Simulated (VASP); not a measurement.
# Ge in VASP: further runs

Ge is run at these levels: PBE; tasks: single point.

Everything below comes from runs of VASP 6.6.1. Logs are shortened: lines on timing, memory, paths and dates and some standing lists are left out, and cuts for length are marked.

### Step 1. The cell of the first run

The cell holds a slab with vacuum, 2 atoms: a = 4.246 Å, b = 4.246 Å, c = 28.000 Å, α = 90.00°, β = 90.00°, γ = 120.00°.

### Step 2. Single point, PBE

Input file INCAR:

```
  PREC = Accurate
  ENCUT = 520
  EDIFF = 1E-7
  ISMEAR = 0
  SIGMA = 0.1
  LREAL = F
  LASPH = T
  NELM = 80
  ALGO = Normal
  ISIF = 2
  LWAVE = F
  LCHARG = F
  LDIPOL = T
  IDIPOL = 3
  DIPOL = 0.5 0.5 0.500
  GGA = PE
  NBANDS = 21
```

Input file KPOINTS:

```
Automatic mesh
0
Gamma
  12 12 1
```

Input file POSCAR:

```
Ge
1.0
    4.2460000000      0.0000000000      0.0000000000
   -2.1230000000      3.6771438645      0.0000000000
    0.0000000000      0.0000000000     28.0000000000
Ge
2
Direct
    0.3333333333      0.6666666667      0.5025892857
    0.6666666667      0.3333333333      0.4974107143
```

Potentials or basis: VASP PAW PBE potentials, release 64 (Ge_d).

Run with:

```console
$ cat potpaw_PBE.64/Ge_d/POTCAR > POTCAR
$ mpirun -np 1 vasp_std > vasp.out
```

OUTCAR:

```text
PREC = Accurate
   ENCUT = 520
   EDIFF = 1E-7
   ISMEAR = 0
   LREAL = F
   LASPH = T
   NELM = 80
   ISIF = 2
   GGA = PE

 ion  position               nearest neighbor table
   1  0.333  0.667  0.503-   2 2.46   2 2.46   2 2.46
   2  0.667  0.333  0.497-   1 2.46   1 2.46   1 2.46

  LATTYP: Found a hexagonal cell.
 ALAT       =     4.2460000000
 C/A-ratio  =     6.5944418276

  Lattice vectors:

 A1 = (   4.2460000000,   0.0000000000,   0.0000000000)
 A2 = (  -2.1230000000,   3.6771438645,   0.0000000000)
 A3 = (   0.0000000000,   0.0000000000,  28.0000000000)

Analysis of symmetry for initial positions (statically):
=====================================================================
 Subroutine PRICEL returns:
 Original cell was already a primitive cell.

 Routine SETGRP: Setting up the symmetry group for a
 hexagonal supercell.

 Subroutine GETGRP returns: Found 12 space group operations
 (whereof 12 operations were pure point group operations)
 out of a pool of 24 trial point group operations.

The static configuration has the point symmetry D_3d.

Analysis of symmetry for dynamics (positions and initial velocities):
=====================================================================
 Subroutine PRICEL returns:
 Original cell was already a primitive cell.

 Routine SETGRP: Setting up the symmetry group for a
 hexagonal supercell.

 Subroutine GETGRP returns: Found 12 space group operations
 (whereof 12 operations were pure point group operations)
 out of a pool of 24 trial point group operations.

The dynamic configuration has the point symmetry D_3d.

 Subroutine INISYM returns: Found 12 space group operations
 (whereof 12 operations are pure point group operations),
 and found     1 'primitive' translations

----------------------------------------------------------------------------------------

                                     Primitive cell

  volume of cell :     437.1683

  direct lattice vectors                    reciprocal lattice vectors
     4.246000000  0.000000000  0.000000000     0.235515780  0.135975099  0.000000000
    -2.123000000  3.677143865  0.000000000     0.000000000  0.271950197  0.000000000
     0.000000000  0.000000000 28.000000000     0.000000000  0.000000000  0.035714286

  length of vectors
     4.246000000  4.246000000 28.000000000     0.271950197  0.271950197  0.035714286

  position of ions in fractional coordinates (direct lattice)
     0.333333333  0.666666667  0.502589286
     0.666666667  0.333333333  0.497410714

  ion indices of the primitive-cell ions
   primitive index   ion index
                 1           1
                 2           2

----------------------------------------------------------------------------------------

 KPOINTS: Automatic mesh

Automatic generation of k-mesh.
 Grid dimensions read from file:
 generate k-points for:   12   12    1

 Generating k-lattice:

  Cartesian coordinates                     Fractional coordinates (reciprocal lattice)
     0.019626315  0.011331258  0.000000000     0.083333333 -0.000000000  0.000000000
     0.000000000  0.022662516  0.000000000     0.000000000  0.083333333  0.000000000
     0.000000000  0.000000000  0.035714286     0.000000000  0.000000000  1.000000000

  Length of vectors
     0.022662516  0.022662516  0.035714286

  Shift w.r.t. Gamma in fractional coordinates (k-lattice)
     0.000000000  0.000000000  0.000000000

 Subroutine IBZKPT returns following result:
 ===========================================

 Found     19 irreducible k-points:

 Following reciprocal coordinates:
            Coordinates               Weight
  0.000000  0.000000  0.000000      1.000000
  0.083333 -0.000000  0.000000      6.000000
  0.166667 -0.000000  0.000000      6.000000
  0.250000 -0.000000  0.000000      6.000000
  0.333333 -0.000000  0.000000      6.000000
  0.416667 -0.000000  0.000000      6.000000
[... 11 lines left out ...]
  0.333333  0.250000  0.000000     12.000000
  0.333333  0.333333  0.000000      2.000000
   k-points           NKPTS =     19   k-points in BZ     NKDIM =     19   number of bands    NBANDS=     21
   number of dos      NEDOS =    301   number of ions     NIONS =      2
   total plane-waves  NPLWV = 215040
   dimension x,y,z NGX =    32 NGY =   32 NGZ =  210
   dimension x,y,z NGXF=    64 NGYF=   64 NGZF=  420
   ions per type =               2
   NGX,Y,Z   is equivalent  to a cutoff of  12.53, 12.53, 12.47 a.u.
   NGXF,Y,Z  is equivalent  to a cutoff of  25.06, 25.06, 24.94 a.u.
 SYSTEM =  unknown system
   PREC   = accura    normal or accurate (medium, high low for compatibility)
   ISTART =      0    job   : 0-new  1-cont  2-samecut
   ICHARG =      2    charge: 1-file 2-atom 10-const
   ISPIN  =      1    spin polarized calculation?
   LNONCOLLINEAR =      F non collinear calculations
   LSORBIT =      F    spin-orbit coupling
   LASPH  =      T    aspherical Exc in radial PAW
   ENCUT  =  520.0 eV  38.22 Ry    6.18 a.u.   7.89  7.89 52.06*2*pi/ulx,y,z
   NELM   =     80;   NELMIN=  2; NELMDL= -5     # of ELM steps
   EDIFF  = 0.1E-06   stopping-criterion for ELM
   LREAL  =      F    real-space projection
   EDIFFG = 0.1E-05   stopping-criterion for IOM
   NSW    =      0    number of steps for IOM
   IBRION =     -1    ionic relax: 0-MD 1-quasi-New 2-CG
   NFREE  =      0    steps in history (QN), initial steepest desc. (CG)
   ISIF   =      2    stress and relaxation
   ISYM   =      2    0-nonsym 1-usesym 2-fastsym
   POTIM  = 0.5000    time-step for ionic-motion
   TEBEG  =    0.0;   TEEND  =   0.0 temperature during run
   PSTRESS=    0.0 pullay stress
   NELECT =      28.0000    total number of electrons
   NUPDOWN=      -1.0000    fix difference up-down
   EMIN   =  10.00;   EMAX   =-10.00  energy-range for DOS
   EFERMI =   0.00;   METHOD = LEGACY
   ISMEAR =     0;   SIGMA  =   0.10  broadening in eV -4-tet -1-fermi 0-gaus
   EFERMI_NEDOS =   21; number of points for ismear=-14 and -15
   IALGO  =     38    algorithm
   IMIX   =      4    mixing-type and parameters
     AMIX     =   0.40;   BMIX     =  1.00
     AMIX_MAG =   1.60;   BMIX_MAG =  1.00
  volume/ion in A,a.u.               =     218.58      1475.08
  Fermi-wavevector in a.u.,A,eV,Ry     =   0.655005  1.237780  5.837329  0.429032
  Thomas-Fermi vector in A             =   1.725743
   LORBIT       =      0    0 simple, 1 ext, 2 COOP (PROOUT), +10 PAW based schemes
   GGA     = PE    functional components
   LHFCALC =     F    Hartree Fock is set to
   AEXX    =    0.0000 exact exchange contribution
   IVDW    =     0    specifies the selected vdW correction
   LEPSILON=     F    determine dielectric tensor
   LRPA    =     F    only Hartree local field effects (RPA)
 non-spin polarized calculation
 Gauss-broadening in eV      SIGMA  =   0.10
  energy-cutoff  :      520.00
  volume of cell :      437.17
 maximum number of plane-waves:     11808
 NGX is ok and might be reduce to    32
   NGX = 15   NGY = 15   NGZ =105

 number of electron      27.9999981 magnetization

 dipolmoment           0.000000      0.000000     -0.000000 electrons x Angstroem

 Free energy of the ion-electron system (eV)
  ---------------------------------------------------
  ext. energy  EPLUGINS =         0.00000000
  ---------------------------------------------------
  free energy    TOTEN  =        -7.78875047 eV

  energy without entropy =       -7.78407283  energy(sigma->0) =       -7.78641165

 E-fermi :  -3.8220     XC(G=0):  -1.5536

 val. band max:       -3.8373031834   @ k =   0.3333   0.2500   0.0000
 cond. band min:      -3.3415006475   @ k =   0.3333   0.3333   0.0000
 fundamental gap:      0.4958025359
 Fermi energy:        -3.8219813579

 k-point     1 :       0.0000    0.0000    0.0000
  band No.  band energies     occupation
      1     -28.5798      2.00000
      2     -28.5559      2.00000
      3     -28.5559      2.00000
      4     -28.5242      2.00000
      5     -28.5242      2.00000
      6     -28.4220      2.00000
[... 13 lines left out ...]
     20       1.0577      0.00000
     21       1.3692      0.00000

 k-point     2 :       0.0833   -0.0000    0.0000
  band No.  band energies     occupation
      1     -28.5811      2.00000
      2     -28.5646      2.00000
      3     -28.5625      2.00000
      4     -28.5237      2.00000
      5     -28.5217      2.00000
      6     -28.4188      2.00000
[... 13 lines left out ...]
     20       1.0831      0.00000
     21       1.1917      0.00000

 k-point     3 :       0.1667   -0.0000    0.0000
  band No.  band energies     occupation
      1     -28.5904      2.00000
      2     -28.5832      2.00000
      3     -28.5702      2.00000
      4     -28.5243      2.00000
      5     -28.5161      2.00000
      6     -28.4201      2.00000
[... 13 lines left out ...]
     20       1.0666      0.00000
     21       1.3799      0.00000

 k-point     4 :       0.2500   -0.0000    0.0000
  band No.  band energies     occupation
      1     -28.6082      2.00000
      2     -28.6031      2.00000
      3     -28.5706      2.00000
      4     -28.5263      2.00000
      5     -28.5088      2.00000
      6     -28.4269      2.00000
[... 13 lines left out ...]
     20       1.5481      0.00000
     21       1.7642      0.00000

 k-point     5 :       0.3333   -0.0000    0.0000
  band No.  band energies     occupation
      1     -28.6244      2.00000
      2     -28.6194      2.00000
      3     -28.5692      2.00000
      4     -28.5287      2.00000
      5     -28.5008      2.00000
      6     -28.4351      2.00000
[... 13 lines left out ...]
     20       2.3041      0.00000
     21       2.7008      0.00000

 k-point     6 :       0.4167   -0.0000    0.0000
  band No.  band energies     occupation
      1     -28.6353      2.00000
      2     -28.6301      2.00000
      3     -28.5679      2.00000
      4     -28.5305      2.00000
      5     -28.4937      2.00000
      6     -28.4423      2.00000
[... 13 lines left out ...]
     20       3.0962      0.00000
     21       3.2958      0.00000

 k-point     7 :       0.5000   -0.0000    0.0000
  band No.  band energies     occupation
      1     -28.6391      2.00000
      2     -28.6337      2.00000
      3     -28.5673      2.00000
      4     -28.5312      2.00000
      5     -28.4907      2.00000
      6     -28.4454      2.00000
[... 13 lines left out ...]
     20       3.4864      0.00000
     21       3.8389      0.00000
[... 171 lines left out ...]
      1     -28.6604      2.00000
      2     -28.6038      2.00000
      3     -28.5728      2.00000
      4     -28.5330      2.00000
      5     -28.4875      2.00000
      6     -28.4468      2.00000
[... 13 lines left out ...]
     20       3.0749      0.00000
     21       3.2267      0.00000

 k-point    16 :       0.4167    0.1667    0.0000
  band No.  band energies     occupation
      1     -28.6647      2.00000
      2     -28.6056      2.00000
      3     -28.5723      2.00000
      4     -28.5338      2.00000
      5     -28.4834      2.00000
      6     -28.4510      2.00000
[... 13 lines left out ...]
     20       2.8618      0.00000
     21       3.7148      0.00000

 k-point    17 :       0.2500    0.2500    0.0000
  band No.  band energies     occupation
      1     -28.6637      2.00000
      2     -28.5957      2.00000
      3     -28.5765      2.00000
      4     -28.5336      2.00000
      5     -28.4864      2.00000
      6     -28.4473      2.00000
[... 13 lines left out ...]
     20       2.9903      0.00000
     21       3.1501      0.00000

 k-point    18 :       0.3333    0.2500    0.0000
  band No.  band energies     occupation
      1     -28.6721      2.00000
      2     -28.5938      2.00000
      3     -28.5779      2.00000
      4     -28.5352      2.00000
      5     -28.4775      2.00000
      6     -28.4561      2.00000
[... 13 lines left out ...]
     20       3.3836      0.00000
     21       3.6854      0.00000

 k-point    19 :       0.3333    0.3333    0.0000
  band No.  band energies     occupation
      1     -28.6761      2.00000
      2     -28.5849      2.00000
      3     -28.5849      2.00000
      4     -28.5361      2.00000
      5     -28.4667      2.00000
      6     -28.4667      2.00000
[... 13 lines left out ...]
     20       3.2871      0.00000
     21       3.2871      0.00000

------------------------ aborting loop because EDIFF is reached ----------------------------------------

 vacuum level on the upper side and lower side of the slab       (xc-potential included)        -0.006        -0.006

  FORCE on cell =-STRESS in cart. coord.  units (eV):
  Direction    XX          YY          ZZ          XY          YZ          ZX
  --------------------------------------------------------------------------------------
  -------------------------------------------------------------------------------------
  Total       -1.7506025     -1.7506025      0.0266896     -0.0000000      0.0000000      0.0000000
  in kB       -6.4157803     -6.4157803      0.0978145     -0.0000000      0.0000000      0.0000000
  external PRESSURE =      -4.2445820 kB  Pullay stress =       0.0000000 kB

 VOLUME and BASIS-vectors are now :
 -----------------------------------------------------------------------------
  energy-cutoff  :      520.00
  volume of cell :      437.17
      direct lattice vectors                 reciprocal lattice vectors
     4.246000000  0.000000000  0.000000000     0.235515780  0.135975099  0.000000000
    -2.123000000  3.677143865  0.000000000     0.000000000  0.271950197  0.000000000
     0.000000000  0.000000000 28.000000000     0.000000000  0.000000000  0.035714286

 POSITION                                       TOTAL-FORCE (eV/Angst)
 -----------------------------------------------------------------------------------
     -0.00000      2.45143     14.07250         0.000000     -0.000000      0.293981
      2.12300      1.22571     13.92750        -0.000000      0.000000     -0.293981
 -----------------------------------------------------------------------------------
    total drift:                                0.000000      0.000000     -0.000000

  FREE ENERGIE OF THE ION-ELECTRON SYSTEM (eV)
  ---------------------------------------------------
  free  energy   TOTEN  =        -7.7887504731 eV

  energy  without entropy=       -7.7840728283  energy(sigma->0) =       -7.78641165

 vacuum level on the upper side and lower side of the slab         1.006         1.006
```

It took 2.2 min on 1 thread of Intel Xeon Platinum 8488C (Sapphire Rapids), shared host; peak memory 0.53 GiB.

Results:

| Item | Value |
| --- | --- |
| Free energy | -7.7888 eV |
| Largest force | 0.294 eV/Å |
| Band gap on the k mesh | zero (band 14 reaches -3.34 eV, above the bottom of band 15 at -5.05 eV) |

Forces on the atoms (eV/Å):
```
Ge   0.000  0.000  0.294
Ge   0.000  0.000 -0.294
```

(Part 1 of 2 ends here.)
